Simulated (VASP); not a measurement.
# Sb (Im-3m) in VASP: notebook, part 3 of 3

VASP 6.6.1. Earlier steps stand in the parts before.

## (5) Single point, HSE06

This run uses another cell than the first one, of 25.86 Å³/atom, 1.041 times its volume.

The input, POSCAR:

```
Sb
1.0
   -1.8630183174      1.8630183174      1.8630183174
    1.8630183174     -1.8630183174      1.8630183174
    1.8630183174      1.8630183174     -1.8630183174
Sb
1
Direct
    0.0000000000      0.0000000000      0.0000000000
```

The input, INCAR.step1:

```
SYSTEM = Sb
  PREC = Accurate
  ENCUT = 520
  EDIFF = 1E-5
  ISMEAR = -1
  SIGMA = 0.05
  LREAL = .False.
  LASPH = .True.
  NELM = 60
  ALGO = Normal
  ISIF = 2
  LWAVE = .True.
  LCHARG = .False.
  NBANDS = 8
  GGA = PE
```

The input, INCAR.step2:

```
SYSTEM = Sb
  PREC = Accurate
  ENCUT = 520
  EDIFF = 1E-6
  ISMEAR = -1
  SIGMA = 0.05
  LREAL = .False.
  LASPH = .True.
  NELM = 60
  ALGO = Normal
  ISIF = 2
  LWAVE = .False.
  LCHARG = .False.
  GGA = PE
  LHFCALC = .True.
  HFSCREEN = 0.2079
  PRECFOCK = Normal
  NBANDS = 8
  ISTART = 1
```

The input, KPOINTS:

```
regular mesh
0
Gamma
  5 5 5
  0 0 0
```

Potentials or basis: VASP PAW PBE potentials, release 64 (Sb).

The run is started by

```bash
cat potpaw_PBE.64/Sb/POTCAR > POTCAR
cp INCAR.step1 INCAR
mpirun -np 1 vasp_std > vasp.out
cp INCAR.step2 INCAR
mpirun -np 1 vasp_std > vasp.out
```

OUTCAR:

```text
SYSTEM = Sb
   PREC = Accurate
   ENCUT = 520
   EDIFF = 1E-6
   ISMEAR = -1
   LREAL = .False.
   LASPH = .True.
   NELM = 60
   ISIF = 2
   GGA = PE
   LHFCALC = .True.
   HFSCREEN = 0.2079
   PRECFOCK = Normal
   ISTART = 1

 ion  position               nearest neighbor table
   1  0.000  0.000  0.000-

  LATTYP: Found a body centered cubic cell.
 ALAT       =     3.7260366348

  Lattice vectors:

 A1 = (  -1.8630183174,   1.8630183174,   1.8630183174)
 A2 = (   1.8630183174,  -1.8630183174,   1.8630183174)
 A3 = (   1.8630183174,   1.8630183174,  -1.8630183174)

Analysis of symmetry for initial positions (statically):
=====================================================================
 Subroutine PRICEL returns:
 Original cell was already a primitive cell.

 Routine SETGRP: Setting up the symmetry group for a
 body centered cubic supercell.

 Subroutine GETGRP returns: Found 48 space group operations
 (whereof 48 operations were pure point group operations)
 out of a pool of 48 trial point group operations.

The static configuration has the point symmetry O_h .

Analysis of symmetry for dynamics (positions and initial velocities):
=====================================================================
 Subroutine PRICEL returns:
 Original cell was already a primitive cell.

 Routine SETGRP: Setting up the symmetry group for a
 body centered cubic supercell.

 Subroutine GETGRP returns: Found 48 space group operations
 (whereof 48 operations were pure point group operations)
 out of a pool of 48 trial point group operations.

The dynamic configuration has the point symmetry O_h .

 Subroutine INISYM returns: Found 48 space group operations
 (whereof 48 operations are pure point group operations),
 and found     1 'primitive' translations

----------------------------------------------------------------------------------------

                                     Primitive cell

  volume of cell :      25.8649

  direct lattice vectors                    reciprocal lattice vectors
    -1.863018317  1.863018317  1.863018317     0.000000000  0.268381688  0.268381688
     1.863018317 -1.863018317  1.863018317     0.268381688  0.000000000  0.268381688
     1.863018317  1.863018317 -1.863018317     0.268381688  0.268381688  0.000000000

  length of vectors
     3.226842381  3.226842381  3.226842381     0.379549022  0.379549022  0.379549022

  position of ions in fractional coordinates (direct lattice)
     0.000000000  0.000000000  0.000000000

  ion indices of the primitive-cell ions
   primitive index   ion index
                 1           1

----------------------------------------------------------------------------------------

 KPOINTS: regular mesh

Automatic generation of k-mesh.
 Grid dimensions read from file:
 generate k-points for:    5    5    5

 Generating k-lattice:

  Cartesian coordinates                     Fractional coordinates (reciprocal lattice)
[... 22 lines left out ...]
  0.200000  0.200000  0.200000      8.000000
 -0.200000  0.200000  0.200000      6.000000
 -0.400000  0.400000  0.200000     24.000000
 -0.400000 -0.400000  0.200000      8.000000
 -0.400000  0.400000  0.400000      6.000000
   k-points           NKPTS =     10   k-points in BZ     NKDIM =    125   number of bands    NBANDS=      8
   number of dos      NEDOS =    301   number of ions     NIONS =      1
   total plane-waves  NPLWV =  13824
   dimension x,y,z NGX =    24 NGY =   24 NGZ =   24
   dimension x,y,z NGXF=    48 NGYF=   48 NGZF=   48
   ions per type =               1
   NGX,Y,Z   is equivalent  to a cutoff of  12.36, 12.36, 12.36 a.u.
   NGXF,Y,Z  is equivalent  to a cutoff of  24.73, 24.73, 24.73 a.u.
 SYSTEM =  Sb
   PREC   = accura    normal or accurate (medium, high low for compatibility)
   ISTART =      1    job   : 0-new  1-cont  2-samecut
   ICHARG =      0    charge: 1-file 2-atom 10-const
   ISPIN  =      1    spin polarized calculation?
   LNONCOLLINEAR =      F non collinear calculations
   LSORBIT =      F    spin-orbit coupling
   LASPH  =      T    aspherical Exc in radial PAW
   ENCUT  =  520.0 eV  38.22 Ry    6.18 a.u.   6.00  6.00  6.00*2*pi/ulx,y,z
   NELM   =     60;   NELMIN=  2; NELMDL=  0     # of ELM steps
   EDIFF  = 0.1E-05   stopping-criterion for ELM
   LREAL  =      F    real-space projection
   EDIFFG = 0.1E-04   stopping-criterion for IOM
   NSW    =      0    number of steps for IOM
   IBRION =     -1    ionic relax: 0-MD 1-quasi-New 2-CG
   NFREE  =      0    steps in history (QN), initial steepest desc. (CG)
   ISIF   =      2    stress and relaxation
   ISYM   =      3    0-nonsym 1-usesym 2-fastsym
   POTIM  = 0.5000    time-step for ionic-motion
   TEBEG  =    0.0;   TEEND  =   0.0 temperature during run
   PSTRESS=    0.0 pullay stress
   NELECT =       5.0000    total number of electrons
   NUPDOWN=      -1.0000    fix difference up-down
   EMIN   =  10.00;   EMAX   =-10.00  energy-range for DOS
   EFERMI =   0.00;   METHOD = LEGACY
   ISMEAR =    -1;   SIGMA  =   0.05  broadening in eV -4-tet -1-fermi 0-gaus
   EFERMI_NEDOS =   21; number of points for ismear=-14 and -15
   IALGO  =     38    algorithm
   IMIX   =      1    mixing-type and parameters
     AMIX     =   0.40;   BMIX     =  1.00
     AMIX_MAG =   1.60;   BMIX_MAG =  1.00
  volume/ion in A,a.u.               =      25.86       174.55
  Fermi-wavevector in a.u.,A,eV,Ry     =   0.946588  1.788792 12.191215  0.896029
  Thomas-Fermi vector in A             =   2.074600
   LORBIT       =      0    0 simple, 1 ext, 2 COOP (PROOUT), +10 PAW based schemes
   GGA     = PE    functional components
   LHFCALC =     T    Hartree Fock is set to
   PRECFOCK=normal    Normal, Fast or Accurate (Low or Medium for compatibility)
   ENCUT4O =  -1.0   cutoff for four orbital integrals eV
   NKREDX  =     1    reduce k-point grid by
   NKREDY  =     1    reduce k-point grid by
   NKREDZ  =     1    reduce k-point grid by
   AEXX    =    0.2500 exact exchange contribution
   HFSCREEN=    0.2079 screening length (either q_TF or 0.3 A-1)
   HFSCREENC=   0.2079 screening length for correlation (either q_TF or 0.3 A-1)
   ENCUTFOCK=  -1.0 apply spherical cutoff to Coloumb kernel
   IVDW    =     0    specifies the selected vdW correction
   LEPSILON=     F    determine dielectric tensor
   LRPA    =     F    only Hartree local field effects (RPA)
 non-spin polarized calculation
  energy-cutoff  :      520.00
  volume of cell :       25.86
 maximum number of plane-waves:       702
  NGX = 18; NGY = 18; NGZ = 18

 number of electron       4.9999999 magnetization

 Free energy of the ion-electron system (eV)
  ---------------------------------------------------
  ext. energy  EPLUGINS =         0.00000000
  ---------------------------------------------------
  free energy    TOTEN  =        -4.73682661 eV

  energy without entropy =       -4.71047552  energy(sigma->0) =       -4.72365106

 E-fermi :   8.9435     XC(G=0):  -8.6339

 val. band max:        7.1666781892   @ k =   0.2000   0.2000   0.2000
 cond. band min:       8.9484935269   @ k =   0.2000   0.2000   0.0000
 fundamental gap:      1.7818153377
 Fermi energy:         8.9434929603

 k-point     1 :       0.0000    0.0000    0.0000
  band No.  band energies     occupation
      1      -5.8406      2.00000
      2      15.3906      0.00000
      3      15.3906      0.00000
      4      15.3906      0.00000
      5      20.1944      0.00000
      6      20.1944      0.00000
      7      20.1945      0.00000
      8      21.6610      0.00000
[... 89 lines left out ...]
 k-point    10 :      -0.4000    0.4000    0.4000
  band No.  band energies     occupation
      1       1.2527      2.00000
      2       6.7066      2.00000
      3       6.9471      2.00000
      4       6.9471      2.00000
      5      12.4617      0.00000
      6      14.6978      0.00000
      7      25.0039      0.00000
      8      25.6459      0.00000

------------------------ aborting loop because EDIFF is reached ----------------------------------------

  FORCE on cell =-STRESS in cart. coord.  units (eV):
  Direction    XX          YY          ZZ          XY          YZ          ZX
  --------------------------------------------------------------------------------------
  -------------------------------------------------------------------------------------
  Total       -0.1893899     -0.1893899     -0.1893899      0.0000000      0.0000000     -0.0000000
  in kB      -11.7315698    -11.7315698    -11.7315698      0.0000000      0.0000000     -0.0000000
  external PRESSURE =     -11.7315698 kB  Pullay stress =       0.0000000 kB

 VOLUME and BASIS-vectors are now :
 -----------------------------------------------------------------------------
  energy-cutoff  :      520.00
  volume of cell :       25.86
      direct lattice vectors                 reciprocal lattice vectors
    -1.863018317  1.863018317  1.863018317     0.000000000  0.268381688  0.268381688
     1.863018317 -1.863018317  1.863018317     0.268381688  0.000000000  0.268381688
     1.863018317  1.863018317 -1.863018317     0.268381688  0.268381688  0.000000000

 POSITION                                       TOTAL-FORCE (eV/Angst)
 -----------------------------------------------------------------------------------
      0.00000      0.00000      0.00000         0.000000      0.000000      0.000000
 -----------------------------------------------------------------------------------
    total drift:                                0.000000      0.000000      0.000002

  FREE ENERGIE OF THE ION-ELECTRON SYSTEM (eV)
  ---------------------------------------------------
  free  energy   TOTEN  =        -4.7368266061 eV

  energy  without entropy=       -4.7104755225  energy(sigma->0) =       -4.72365106
```

Wall time 52 s (1 thread of Intel Xeon Platinum 8488C (Sapphire Rapids), shared host); peak memory 0.24 GiB.

Results:

| Item | Value |
| --- | --- |
| Free energy | -4.7368 eV |
| Pressure | -1.2 GPa |

Levels at points of the mesh, in eV from the Fermi level:
```
           k point  band 1  band 2  band 3  band 4  band 5  band 6  band 7
(0.00, 0.00, 0.00)  -14.78    6.45    6.45    6.45   11.25   11.25   11.25
```

Caveat: the k points lie up to 0.48 Å⁻¹ apart; the PAW data sets were made with another functional, which shifts forces and pressure a little; spin-orbit coupling is left out, which moves the levels of the heavy elements.

## (6) Single point, B3LYP

This run uses another cell than the first one, of 28.27 Å³/atom, 1.138 times its volume.

The input, POSCAR:

```
Sb
1.0
   -1.9190974515      1.9190974515      1.9190974515
    1.9190974515     -1.9190974515      1.9190974515
    1.9190974515      1.9190974515     -1.9190974515
Sb
1
Direct
    0.0000000000      0.0000000000      0.0000000000
```

The input, INCAR.step1:

```
SYSTEM = Sb
PREC = Accurate ; ENCUT = 520
EDIFF = 1E-5 ; ISMEAR = -1
SIGMA = 0.05 ; LREAL = .FALSE.
LASPH = .TRUE. ; NELM = 60
ALGO = Normal ; ISIF = 2
LWAVE = .TRUE. ; LCHARG = .FALSE.
GGA = PE ; NBANDS = 8
```

The input, INCAR.step2:

```
SYSTEM = Sb
PREC = Accurate ; ENCUT = 520
EDIFF = 1E-7 ; ISMEAR = -1
SIGMA = 0.05 ; LREAL = .FALSE.
LASPH = .TRUE. ; NELM = 60
ALGO = Normal ; ISIF = 2
LWAVE = .FALSE. ; LCHARG = .FALSE.
GGA = B3 ; LHFCALC = .TRUE.
AEXX = 0.2 ; AGGAX = 0.72
AGGAC = 0.81 ; ALDAC = 0.19
PRECFOCK = Normal ; ISTART = 1
NBANDS = 8
```

The input, KPOINTS:

```
Automatic mesh
0
G
  5 5 5
  0 0 0
```

Potentials or basis: VASP PAW PBE potentials, release 64 (Sb).

The run is started by

```bash
cat potpaw_PBE.64/Sb/POTCAR > POTCAR
cp INCAR.step1 INCAR
mpirun -np 1 vasp_std > vasp.out
cp INCAR.step2 INCAR
mpirun -np 1 vasp_std > vasp.out
```

Wall time 93 s (1 thread of Intel Xeon Platinum 8488C (Sapphire Rapids), shared host); peak memory 0.16 GiB.

The run converged. Its results:

* Free energy: -4.1619 eV
* Pressure: -0.5 GPa

Levels at points of the mesh, in eV from the Fermi level:
```tsv
k point	band 1	band 2	band 3	band 4	band 5
(0.00, 0.00, 0.00)	-13.94	5.88	5.88	5.88	11.32
```

Caveat: the k points lie up to 0.46 Å⁻¹ apart; the PAW data sets were made with another functional, which shifts forces and pressure a little; spin-orbit coupling is left out, which moves the levels of the heavy elements.

## (7) The runs side by side

| level | cell | share of exact exchange | screening parameter | gap on the mesh (eV) | pressure (GPa) |
| --- | --- | --- | --- | --- | --- |
| PBEsol-based global hybrid | a = 3.184 Å, angles 109.5°, 1 atom | 0.25 | - | none | -1.4 |
| B3LYP | a = 3.241 Å, angles 109.5°, 1 atom | - | - | none | 4.8 |
| HSE06 | a = 3.241 Å, angles 109.5°, 1 atom | - | 0.2079 1/Å | none | -2.0 |
| HSE06 | a = 3.227 Å, angles 109.5°, 1 atom | - | 0.2079 1/Å | none | -1.2 |
| B3LYP | a = 3.324 Å, angles 109.5°, 1 atom | - | - | none | -0.5 |

Alike in all rows: task single point; potentials or basis VASP PAW PBE potentials, release 64 (Sb); no spin polarisation; k mesh 5 × 5 × 5; cutoff (eV) 520; smearing fermi-dirac 0.05 eV.

Caveats: all runs use coarse meshes; the PAW data sets were made with another functional, which shifts forces and pressure a little; spin-orbit coupling is left out, which moves the levels of the heavy elements.

Total energies depend on the potentials used, so only differences within one code and one set of settings carry meaning.
